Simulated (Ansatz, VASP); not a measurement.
# Two plane-wave programs on Te4O

```xyz
5
Lattice="4.9840 0.0000 0.0000 0.0000 4.9840 0.0000 0.0000 0.0000 4.9840" Properties=species:S:1:pos:R:3 pbc="T T T"
Te    1.3800    1.3800    1.3800
Te    3.6040    3.6040    1.3800
Te    1.3800    3.6040    3.6040
Te    3.6040    1.3800    3.6040
O     0.0000    0.0000    0.0000
```

Change from the starting cell: species swapped into the SnI4 type (P-43m, No. 215).

Alike in both runs: functional PBE; k mesh 4 × 4 × 4; occupations gaussian, width 0.1 eV; no spin polarisation.

Ansatz relaxed the structure, and its values are those at the end. VASP's run is a single point on that final structure, the one shown.

|  | VASP | Ansatz |
| --- | --- | --- |
| version | VASP 6.6.1 | Ansatz 0.2.0 |
| potentials or method | VASP PAW PBE potentials, release 64 (Te, O), cutoff 520 eV | scalar-relativistic, plane waves, PAW |
| valence electrons in the cell | 30 | 70 |

```csv
,VASP,Ansatz,Ansatz less VASP
gap on the k mesh at the Fermi level (eV),none,none,-
pressure (GPa),-0.5,-0.3,+0.18
rms of the force components (eV/Å),0.028,0.021,-0.0073
```

A gap of «none» marks a metal or a gap that the smearing closes. With one functional, cell and mesh, what is left measures potentials, basis and numerics. VASP's potentials hold 30 valence electrons a cell and Ansatz's 70, so a difference there can come from the potentials and not from the codes.

Spin-orbit coupling is off throughout.
